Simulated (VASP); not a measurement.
# CoSi2 (Fm-3m) in VASP: further runs, part 2 of 2

VASP 6.6.1.

### 5 Single point, LDA, collinear spin, ferromagnetic start

This run uses another cell than the first one, of 12.80 Å³/atom, 0.943 times its volume.

File INCAR:

```
SYSTEM = CoSi2
PREC = Accurate
ENCUT = 520
EDIFF = 1E-7
ISMEAR = -1
SIGMA = 0.05
LREAL = .FALSE.
LASPH = .TRUE.
NELM = 150
ALGO = Normal
ISIF = 2
LWAVE = .FALSE.
LCHARG = .FALSE.
ISPIN = 2
MAGMOM = 2 0 0
LORBIT = 11
LMAXMIX = 4
NBANDS = 20
```

File KPOINTS:

```
regular mesh
0
G
  9 9 9
  0 0 0
```

File POSCAR:

```
CoSi2
1.0
    0.0000000000      2.6780000000      2.6780000000
    2.6780000000      0.0000000000      2.6780000000
    2.6780000000      2.6780000000      0.0000000000
Co Si
1 2
Direct
    0.0000000000      0.0000000000      0.0000000000
    0.7500000000      0.7500000000      0.7500000000
    0.2500000000      0.2500000000      0.2500000000
```

Potentials or basis: VASP PAW LDA potentials, release 64 (Co, Si).

Command:

```bash
cat potpaw_LDA.64/Co/POTCAR potpaw_LDA.64/Si/POTCAR > POTCAR
mpirun -np 1 vasp_std > vasp.out
```

OUTCAR:

```text
SYSTEM = CoSi2
   PREC = Accurate
   ENCUT = 520
   EDIFF = 1E-7
   ISMEAR = -1
   LREAL = .FALSE.
   LASPH = .TRUE.
   NELM = 150
   ISIF = 2
   ISPIN = 2
   LORBIT = 11

 ion  position               nearest neighbor table
   1  0.000  0.000  0.000-   2 2.32   3 2.32   2 2.32   2 2.32   3 2.32   2 2.32   3 2.32   3 2.32

   2  0.750  0.750  0.750-   1 2.32   1 2.32   1 2.32   1 2.32   3 2.68   3 2.68   3 2.68   3 2.68
                             3 2.68   3 2.68
   3  0.250  0.250  0.250-   1 2.32   1 2.32   1 2.32   1 2.32   2 2.68   2 2.68   2 2.68   2 2.68
                             2 2.68   2 2.68

  LATTYP: Found a face centered cubic cell.
 ALAT       =     5.3560000000

  Lattice vectors:

[... 1328 lines left out ...]
      direct lattice vectors                 reciprocal lattice vectors
     0.000000000  2.678000000  2.678000000    -0.186706497  0.186706497  0.186706497
     2.678000000  0.000000000  2.678000000     0.186706497 -0.186706497  0.186706497
     2.678000000  2.678000000  0.000000000     0.186706497  0.186706497 -0.186706497

 POSITION                                       TOTAL-FORCE (eV/Angst)
 -----------------------------------------------------------------------------------
      0.00000      0.00000      0.00000        -0.000000     -0.000000     -0.000000
      4.01700      4.01700      4.01700        -0.000000     -0.000000     -0.000000
      1.33900      1.33900      1.33900         0.000000      0.000000      0.000000
 -----------------------------------------------------------------------------------
    total drift:                               -0.000000     -0.000000      0.000000

  FREE ENERGIE OF THE ION-ELECTRON SYSTEM (eV)
  ---------------------------------------------------
  free  energy   TOTEN  =       -21.8843478194 eV

  energy  without entropy=      -21.8742929425  energy(sigma->0) =      -21.87932038

 total charge

# of ion       s       p       d       tot
------------------------------------------
    1        0.543   0.717   7.621   8.880
    2        0.725   0.878   0.000   1.603
    3        0.725   0.878   0.000   1.603
--------------------------------------------------
tot          1.992   2.473   7.621  12.086

 magnetization (x)

# of ion       s       p       d       tot
------------------------------------------
    1        0.000   0.000   0.000   0.000
    2       -0.000  -0.000   0.000  -0.000
    3       -0.000  -0.000   0.000  -0.000
--------------------------------------------------
tot         -0.000   0.000   0.000   0.000
```

OSZICAR:

```text
N       E                     dE             d eps       ncg     rms          rms(c)
DAV:   1     0.662428980137E+02    0.66243E+02   -0.67321E+03  2832   0.832E+02
DAV:   2    -0.182884297476E+02   -0.84531E+02   -0.74082E+02  2960   0.187E+02
DAV:   3    -0.228897726635E+02   -0.46013E+01   -0.44464E+01  3424   0.462E+01
DAV:   4    -0.229711942972E+02   -0.81422E-01   -0.81229E-01  3260   0.557E+00
DAV:   5    -0.229735441879E+02   -0.23499E-02   -0.23496E-02  3532   0.998E-01    0.161E+01
DAV:   6    -0.270386183150E+02   -0.40651E+01   -0.16995E+01  3128   0.834E+01    0.185E+01
DAV:   7    -0.219524792509E+02    0.50861E+01   -0.83833E+00  3460   0.655E+01    0.343E+00
DAV:   8    -0.219187636558E+02    0.33716E-01   -0.47306E-01  3380   0.393E+00    0.200E+00
DAV:   9    -0.218852285212E+02    0.33535E-01   -0.57288E-02  3544   0.372E+00    0.780E-01
DAV:  10    -0.218846674993E+02    0.56102E-03   -0.28812E-03  3792   0.404E-01    0.316E-01
DAV:  11    -0.218843432492E+02    0.32425E-03   -0.45542E-04  3728   0.324E-01    0.131E-01
DAV:  12    -0.218843529127E+02   -0.96635E-05   -0.85131E-05  3700   0.104E-01    0.474E-02
DAV:  13    -0.218843480068E+02    0.49058E-05   -0.82419E-06  3780   0.289E-02    0.147E-02
DAV:  14    -0.218843477865E+02    0.22028E-06   -0.80447E-07  3760   0.123E-02    0.362E-03
DAV:  15    -0.218843478194E+02   -0.32862E-07   -0.22248E-07  2880   0.406E-03
   1 F= -.21884348E+02 E0= -.21879320E+02  d E =-.100549E-01  mag=     0.0001
```

stdout:

```text
POSCAR found type information on POSCAR CoSi
 POSCAR found :  2 types and       3 ions
 scaLAPACK will be used
 LDA part: xc-table for (Slater(with rela. corr.)+CA(PZ))
 , standard interpolation
 POSCAR, INCAR and KPOINTS ok, starting setup
 FFT: planning ... GRIDC
 FFT: planning ... GRID_SOFT
 FFT: planning ... GRID
 WAVECAR not read
 entering main loop
```

It took 63 s on 1 thread of Intel Xeon Platinum 8259CL at 2.50GHz (Skylake/Cascade Lake), shared host; peak memory 0.17 GiB.

What came out:

```yaml
Free_energy: -21.8843 eV
Pressure: -8.2 GPa
Net_moment: 0.00 μB per cell
Valence_electrons_inside_the_program's_atomic_spheres: Co 8.88; Si 1.60
```

Caveat: the starting moments collapsed, and a magnetic state may lie lower.

### 6 Relaxation of cell and atoms, PBE, collinear spin, ferromagnetic start

This run uses another cell than the first one, of 12.80 Å³/atom, 0.943 times its volume.

File INCAR:

```
SYSTEM = CoSi2
  ALGO = Normal
  EDIFF = 1E-6
  EDIFFG = -0.01
  ENCUT = 600
  GGA = PE
  IBRION = 2
  ISIF = 3
  ISMEAR = -1
  ISPIN = 2
  LASPH = .True.
  LCHARG = .False.
  LMAXMIX = 4
  LORBIT = 11
  LREAL = .False.
  LWAVE = .False.
  MAGMOM = 2 0 0
  NELM = 150
  NSW = 60
  PREC = Accurate
  SIGMA = 0.05
```

File KPOINTS:

```
k-points
0
Gamma
  9 9 9
  0 0 0
```

POSCAR is that of step 5.

Potentials or basis: VASP PAW PBE potentials, release 64 (Co, Si).

Command:

```bash
cat potpaw_PBE.64/Co/POTCAR potpaw_PBE.64/Si/POTCAR > POTCAR
mpirun -np 1 vasp_std > vasp.out
```

Run time: 2.4 min. Hardware: 1 thread of Intel Xeon Platinum 8259CL at 2.50GHz (Skylake/Cascade Lake), shared host; peak memory 0.21 GiB.

Results (log left out):

```yaml
Free_energy: -19.2950 eV
Relaxed_volume: 12.82 Å³/atom
Relaxed_cell: a = 3.789 Å, b = 3.789 Å, c = 3.789 Å, α = 60.00°, β = 60.00°, γ = 60.00°
Space_group_after_relaxing_to_0.05_Å: Fm-3m (No. 225)
Energy_gained_by_relaxing: 0.0 meV/atom
Ionic_steps: 3
Pressure_after_relaxing: 0.0 GPa
Net_moment: 0.00 μB per cell
Valence_electrons_inside_the_program's_atomic_spheres: Co 8.85; Si 1.59
```

Final structure:
```
CELL_PARAMETERS angstrom
0.00000 2.67943 2.67943
2.67943 0.00000 2.67943
2.67943 2.67943 0.00000
ATOMIC_POSITIONS crystal
Co 0.00000 0.00000 0.00000
Si 0.75000 0.75000 0.75000
Si 0.25000 0.25000 0.25000
```

Levels at points of the mesh, in eV from the Fermi level:
Spin up:
| k point | band 7 | band 8 | band 9 | band 10 | band 11 | band 12 |
| --- | --- | --- | --- | --- | --- | --- |
| (0.00, 0.00, 0.00) | 0.77 | 3.43 | 3.43 | 3.43 | 3.48 | 3.48 |
Spin down:
```tsv
k point	band 6	band 7	band 8	band 9	band 10	band 11	band 12	band 13
(0.00, 0.00, 0.00)	-1.87	0.77	3.43	3.43	3.43	3.48	3.48	3.48
```

Caveat: the starting moments collapsed, and a magnetic state may lie lower.
